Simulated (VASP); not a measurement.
# NbBS4 (F-43m) in VASP: a series of runs

The runs below take NbBS4 through single point, relaxation of cell and atoms, with r2SCAN+rVV10.

All numbers are computed with VASP 6.6.1; they aren't measurements. Logs are shortened: lines on timing, memory, paths and dates and some standing lists are left out, and cuts for length are marked.

**1. The cell of the first run**

It takes space group F-43m (No. 216, cubic). Conventional cell: a = 7.130 Å, b = 7.130 Å, c = 7.130 Å, α = 90.00°, β = 90.00°, γ = 90.00°. Nb (site symmetry -43m) has 12 S at 2.95 Å and 4 B at 3.09 Å within 3.9 Å. Within 3.9 Å of B (site symmetry -43m) lie 12 S at 2.96 Å and 4 Nb at 3.09 Å. S (site symmetry 3m) has 6 S at 2.49 to 2.55 Å and 3 Nb at 2.95 Å and 3 B at 2.96 Å within 3.3 Å.

**2. Single point, r2SCAN+rVV10**

The input, POSCAR:

```
NbBS4
1.0
    0.0000000000      3.5651330428      3.5651330428
    3.5651330428      0.0000000000      3.5651330428
    3.5651330428      3.5651330428      0.0000000000
Nb B S
1 1 4
Direct
    0.2500000000      0.2500000000      0.2500000000
    0.0000000000      0.0000000000      0.0000000000
    0.6236589212      0.6236589212      0.6236589212
    0.6236589212      0.6236589212      0.1290232364
    0.6236589212      0.1290232364      0.6236589212
    0.1290232364      0.6236589212      0.6236589212
```

The input, INCAR.step1:

```
ALGO     = Normal         # electronic algorithm
EDIFF    = 1E-4           # SCF threshold, eV
ENCUT    = 520            # plane-wave cutoff, eV
GGA      = PE             # functional
ISMEAR   = -1             # smearing method
LASPH    = T              # aspherical terms in the spheres
LCHARG   = F              # write CHGCAR
LREAL    = F              # projectors in reciprocal space
LWAVE    = T              # write WAVECAR
NBANDS   = 29             # bands
NELM     = 80             # most SCF steps
PREC     = Accurate       # precision mode
SIGMA    = 0.03           # smearing width, eV
```

The input, INCAR.step2:

```
ALGO     = Normal         # electronic algorithm
BPARAM   = 11.95        
CPARAM   = 0.0093       
EDIFF    = 1E-7           # SCF threshold, eV
ENCUT    = 520            # plane-wave cutoff, eV
ISIF     = 2              # what is computed and relaxed
ISMEAR   = -1             # smearing method
ISTART   = 1            
IVDW_NL  = 2            
LASPH    = T              # aspherical terms in the spheres
LCHARG   = T              # write CHGCAR
LELF     = T              # ELF
LMIXTAU  = T            
LREAL    = F              # projectors in reciprocal space
LUSE_VDW = T            
LVHAR    = T            
LWAVE    = F              # write WAVECAR
METAGGA  = R2SCAN         # meta-GGA
NBANDS   = 29             # bands
NELM     = 80             # most SCF steps
PREC     = Accurate       # precision mode
SIGMA    = 0.03           # smearing width, eV
```

The input, KPOINTS:

```
k-points
0
Gamma
  6 6 6
```

Potentials or basis: VASP PAW PBE potentials, release 64 (Nb_sv, B, S).

Run with:

```sh
cat potpaw_PBE.64/Nb_sv/POTCAR potpaw_PBE.64/B/POTCAR potpaw_PBE.64/S/POTCAR > POTCAR
cp INCAR.step1 INCAR
mpirun -np 1 vasp_std > vasp.out
cp INCAR.step2 INCAR
mpirun -np 1 vasp_std > vasp.out
```

OUTCAR:

```text
BPARAM = 11.95
   EDIFF = 1E-7
   ENCUT = 520
   ISIF = 2
   ISMEAR = -1
   ISTART = 1
   IVDW_NL = 2
   LASPH = T
   LREAL = F
   METAGGA = R2SCAN
   NELM = 80
   PREC = Accurate

 ion  position               nearest neighbor table
   1  0.250  0.250  0.250-
   2  0.000  0.000  0.000-
   3  0.624  0.624  0.624-   4 2.49   5 2.49   6 2.49   6 2.55   5 2.55   4 2.55
   4  0.624  0.624  0.129-   3 2.49   5 2.49   6 2.49   5 2.55   6 2.55   3 2.55
   5  0.624  0.129  0.624-   3 2.49   4 2.49   6 2.49   6 2.55   4 2.55   3 2.55
   6  0.129  0.624  0.624-   3 2.49   4 2.49   5 2.49   5 2.55   4 2.55   3 2.55

  LATTYP: Found a face centered cubic cell.
 ALAT       =     7.1302660856

  Lattice vectors:

 A1 = (   0.0000000000,   3.5651330428,   3.5651330428)
 A2 = (   3.5651330428,   0.0000000000,   3.5651330428)
 A3 = (   3.5651330428,   3.5651330428,   0.0000000000)

Analysis of symmetry for initial positions (statically):
=====================================================================
 Subroutine PRICEL returns:
 Original cell was already a primitive cell.

 Routine SETGRP: Setting up the symmetry group for a
 face centered cubic supercell.

 Subroutine GETGRP returns: Found 24 space group operations
 (whereof 24 operations were pure point group operations)
 out of a pool of 48 trial point group operations.

The static configuration has the point symmetry T_d .

Analysis of symmetry for dynamics (positions and initial velocities):
=====================================================================
 Subroutine PRICEL returns:
 Original cell was already a primitive cell.

 Routine SETGRP: Setting up the symmetry group for a
 face centered cubic supercell.

 Subroutine GETGRP returns: Found 24 space group operations
 (whereof 24 operations were pure point group operations)
 out of a pool of 48 trial point group operations.

The dynamic configuration has the point symmetry T_d .

 Subroutine INISYM returns: Found 24 space group operations
 (whereof 24 operations are pure point group operations),
 and found     1 'primitive' translations

----------------------------------------------------------------------------------------

                                     Primitive cell

  volume of cell :      90.6269

  direct lattice vectors                    reciprocal lattice vectors
     0.000000000  3.565133043  3.565133043    -0.140247221  0.140247221  0.140247221
     3.565133043  0.000000000  3.565133043     0.140247221 -0.140247221  0.140247221
     3.565133043  3.565133043  0.000000000     0.140247221  0.140247221 -0.140247221

  length of vectors
     5.041859501  5.041859501  5.041859501     0.242915312  0.242915312  0.242915312

  position of ions in fractional coordinates (direct lattice)
     0.250000000  0.250000000  0.250000000
     0.000000000  0.000000000  0.000000000
     0.623658921  0.623658921  0.623658921
     0.623658921  0.623658921  0.129023236
     0.623658921  0.129023236  0.623658921
     0.129023236  0.623658921  0.623658921

  ion indices of the primitive-cell ions
   primitive index   ion index
                 1           1
                 2           2
                 3           3
                 4           4
                 5           5
                 6           6

----------------------------------------------------------------------------------------

 KPOINTS: k-points

Automatic generation of k-mesh.
 Grid dimensions read from file:
 generate k-points for:    6    6    6

 Generating k-lattice:

  Cartesian coordinates                     Fractional coordinates (reciprocal lattice)
    -0.023374537  0.023374537  0.023374537     0.166666667  0.000000000  0.000000000
     0.023374537 -0.023374537  0.023374537     0.000000000  0.166666667  0.000000000
     0.023374537  0.023374537 -0.023374537     0.000000000  0.000000000  0.166666667

  Length of vectors
     0.040485885  0.040485885  0.040485885

  Shift w.r.t. Gamma in fractional coordinates (k-lattice)
     0.000000000  0.000000000  0.000000000

 Subroutine IBZKPT returns following result:
 ===========================================

 Found     16 irreducible k-points:

 Following reciprocal coordinates:
            Coordinates               Weight
  0.000000  0.000000  0.000000      1.000000
  0.166667  0.000000  0.000000      8.000000
  0.333333  0.000000  0.000000      8.000000
  0.500000  0.000000  0.000000      4.000000
  0.166667  0.166667  0.000000      6.000000
  0.333333  0.166667  0.000000     24.000000
[... 8 lines left out ...]
 -0.333333  0.333333  0.166667     24.000000
 -0.333333  0.500000  0.166667     12.000000
   k-points           NKPTS =     16   k-points in BZ     NKDIM =     16   number of bands    NBANDS=     29
   number of dos      NEDOS =    301   number of ions     NIONS =      6
   total plane-waves  NPLWV =  64000
   dimension x,y,z NGX =    40 NGY =   40 NGZ =   40
   dimension x,y,z NGXF=    80 NGYF=   80 NGZF=   80
   ions per type =               1   1   4
   NGX,Y,Z   is equivalent  to a cutoff of  13.19, 13.19, 13.19 a.u.
   NGXF,Y,Z  is equivalent  to a cutoff of  26.38, 26.38, 26.38 a.u.
 SYSTEM =  unknown system
   PREC   = accura    normal or accurate (medium, high low for compatibility)
   ISTART =      1    job   : 0-new  1-cont  2-samecut
   ICHARG =      0    charge: 1-file 2-atom 10-const
   ISPIN  =      1    spin polarized calculation?
   LNONCOLLINEAR =      F non collinear calculations
   LSORBIT =      F    spin-orbit coupling
   LASPH  =      T    aspherical Exc in radial PAW
   ENCUT  =  520.0 eV  38.22 Ry    6.18 a.u.   9.37  9.37  9.37*2*pi/ulx,y,z
   NELM   =     80;   NELMIN=  2; NELMDL=  0     # of ELM steps
   EDIFF  = 0.1E-06   stopping-criterion for ELM
   LREAL  =      F    real-space projection
   EDIFFG = 0.1E-05   stopping-criterion for IOM
   NSW    =      0    number of steps for IOM
   IBRION =     -1    ionic relax: 0-MD 1-quasi-New 2-CG
   NFREE  =      0    steps in history (QN), initial steepest desc. (CG)
   ISIF   =      2    stress and relaxation
   ISYM   =      2    0-nonsym 1-usesym 2-fastsym
   POTIM  = 0.5000    time-step for ionic-motion
   TEBEG  =    0.0;   TEEND  =   0.0 temperature during run
   PSTRESS=    0.0 pullay stress
   NELECT =      40.0000    total number of electrons
   NUPDOWN=      -1.0000    fix difference up-down
   EMIN   =  10.00;   EMAX   =-10.00  energy-range for DOS
   EFERMI =   0.00;   METHOD = LEGACY
   ISMEAR =    -1;   SIGMA  =   0.03  broadening in eV -4-tet -1-fermi 0-gaus
   EFERMI_NEDOS =   21; number of points for ismear=-14 and -15
   IALGO  =     38    algorithm
   IMIX   =      4    mixing-type and parameters
     AMIX     =   0.40;   BMIX     =  1.00
     AMIX_MAG =   1.60;   BMIX_MAG =  1.00
  volume/ion in A,a.u.               =      15.10       101.93
  Fermi-wavevector in a.u.,A,eV,Ry     =   1.246453  2.355454 21.138610  1.553644
  Thomas-Fermi vector in A             =   2.380629
   LORBIT       =      0    0 simple, 1 ext, 2 COOP (PROOUT), +10 PAW based schemes
   METAGGA = R2SCAN    functional components
   LHFCALC =     F    Hartree Fock is set to
   AEXX    =    0.0000 exact exchange contribution
   IVDW_NL    =     2    kernel type
   BPARAM     =11.9500
   IVDW    =     0    specifies the selected vdW correction
   LEPSILON=     F    determine dielectric tensor
   LRPA    =     F    only Hartree local field effects (RPA)
 non-spin polarized calculation
  energy-cutoff  :      520.00
  volume of cell :       90.63
 maximum number of plane-waves:      2457
 NGX is ok and might be reduce to    40
   NGX = 19   NGY = 19   NGZ = 19

 number of electron      40.0000001 magnetization

 Free energy of the ion-electron system (eV)
  ---------------------------------------------------
  ext. energy  EPLUGINS =         0.00000000
  ---------------------------------------------------
  free energy    TOTEN  =       -54.67229099 eV

  energy without entropy =      -54.65471936  energy(sigma->0) =      -54.66350518

 E-fermi :   9.1517     XC(G=0): -12.1079

 val. band max:        9.1237362377   @ k =  -0.3333   0.5000   0.1667
 cond. band min:       9.1634993959   @ k =  -0.3333   0.1667   0.0000
 fundamental gap:      0.0397631582
 Fermi energy:         9.1517183817

 k-point     1 :       0.0000    0.0000    0.0000
  band No.  band energies     occupation
      1     -48.8925      2.00000
      2     -24.2045      2.00000
      3     -24.2045      2.00000
      4     -24.2045      2.00000
      5      -9.9324      2.00000
      6      -3.9632      2.00000
[... 21 lines left out ...]
     28      12.1793      0.00000
     29      12.1793      0.00000

 k-point     2 :       0.1667    0.0000    0.0000
  band No.  band energies     occupation
      1     -48.8925      2.00000
      2     -24.2064      2.00000
      3     -24.2047      2.00000
      4     -24.2047      2.00000
      5      -9.7578      2.00000
      6      -4.9034      2.00000
[... 21 lines left out ...]
     28      12.2726      0.00000
     29      12.2726      0.00000

 k-point     3 :       0.3333    0.0000    0.0000
  band No.  band energies     occupation
      1     -48.8924      2.00000
      2     -24.2103      2.00000
      3     -24.2052      2.00000
      4     -24.2052      2.00000
      5      -9.2994      2.00000
      6      -6.2084      2.00000
[... 21 lines left out ...]
     28      12.8212      0.00000
     29      12.8212      0.00000

 k-point     4 :       0.5000    0.0000    0.0000
  band No.  band energies     occupation
      1     -48.8924      2.00000
      2     -24.2122      2.00000
      3     -24.2054      2.00000
      4     -24.2054      2.00000
      5      -8.9474      2.00000
      6      -6.8650      2.00000
[... 341 lines left out ...]
     28      12.1308      0.00000
     29      12.4372      0.00000

 k-point    15 :      -0.3333    0.3333    0.1667
  band No.  band energies     occupation
      1     -48.8924      2.00000
      2     -24.2107      2.00000
      3     -24.2081      2.00000
      4     -24.2065      2.00000
      5      -8.5040      2.00000
      6      -7.3517      2.00000
[... 21 lines left out ...]
     28      11.7756      0.00000
     29      12.3963      0.00000

 k-point    16 :      -0.3333    0.5000    0.1667
  band No.  band energies     occupation
      1     -48.8924      2.00000
      2     -24.2108      2.00000
      3     -24.2081      2.00000
      4     -24.2073      2.00000
      5      -8.1639      2.00000
      6      -7.7460      2.00000
[... 21 lines left out ...]
     28      11.9574      0.00000
     29      12.3548      0.00000

------------------------ aborting loop because EDIFF is reached ----------------------------------------

  FORCE on cell =-STRESS in cart. coord.  units (eV):
  Direction    XX          YY          ZZ          XY          YZ          ZX
  --------------------------------------------------------------------------------------
  -------------------------------------------------------------------------------------
  Total       -0.0898647     -0.0898647     -0.0898647      0.0000000      0.0000000      0.0000000
  in kB       -1.5887019     -1.5887019     -1.5887019      0.0000000      0.0000000      0.0000000
  external PRESSURE =      -1.5887019 kB  Pullay stress =       0.0000000 kB

 VOLUME and BASIS-vectors are now :
 -----------------------------------------------------------------------------
  energy-cutoff  :      520.00
  volume of cell :       90.63
      direct lattice vectors                 reciprocal lattice vectors
     0.000000000  3.565133043  3.565133043    -0.140247221  0.140247221  0.140247221
     3.565133043  0.000000000  3.565133043     0.140247221 -0.140247221  0.140247221
     3.565133043  3.565133043  0.000000000     0.140247221  0.140247221 -0.140247221

 POSITION                                       TOTAL-FORCE (eV/Angst)
 -----------------------------------------------------------------------------------
      1.78257      1.78257      1.78257         0.000000      0.000000      0.000000
      0.00000      0.00000      0.00000         0.000000      0.000000      0.000000
      4.44685      4.44685      4.44685        -0.007851     -0.007851     -0.007851
      2.68341      2.68341      4.44685         0.007851      0.007851     -0.007851
      2.68341      4.44685      2.68341         0.007851     -0.007851      0.007851
      4.44685      2.68341      2.68341        -0.007851      0.007851      0.007851
 -----------------------------------------------------------------------------------
    total drift:                                0.000001      0.000001      0.000001

  FREE ENERGIE OF THE ION-ELECTRON SYSTEM (eV)
  ---------------------------------------------------
  free  energy   TOTEN  =       -54.6722909916 eV

  energy  without entropy=      -54.6547193619  energy(sigma->0) =      -54.66350518
```

Wall time 5.5 min (1 thread of Intel Xeon Platinum 8488C (Sapphire Rapids), shared host); peak memory 0.5 GiB.

Results:

```
Free energy            : -54.6723 eV
Pressure               : -0.2 GPa
Largest force          : 0.014 eV/Å
Band gap on the k mesh : zero (bands 20 and 21 overlap by 2.06 eV)
```

Forces in eV/Å, atoms in the order of the input:
```
Nb   0.000  0.000  0.000
B    0.000  0.000  0.000
S   -0.008 -0.008 -0.008
S    0.008  0.008 -0.008
S    0.008 -0.008  0.008
S   -0.008  0.008  0.008
```

Levels at points of the mesh, in eV from the Fermi level:
| k point | band 17 | band 18 | band 19 | band 20 | band 21 | band 22 | band 23 | band 24 |
| --- | --- | --- | --- | --- | --- | --- | --- | --- |
| (0.00, 0.00, 0.00) | -0.84 | -0.84 | 1.26 | 1.26 | 1.26 | 1.47 | 1.47 | 1.47 |
| (0.50, 0.00, 0.00) | -3.59 | -3.29 | 0.03 | 0.03 | 0.57 | 0.73 | 1.19 | 1.19 |
| (0.50, 0.50, 0.00) | -3.84 | -3.38 | -1.92 | -0.80 | -0.80 | -0.08 | 0.87 | 2.22 |

Caveat: the PAW data sets were made with another functional, which shifts forces and pressure a little.

[end of part 1 of 2]
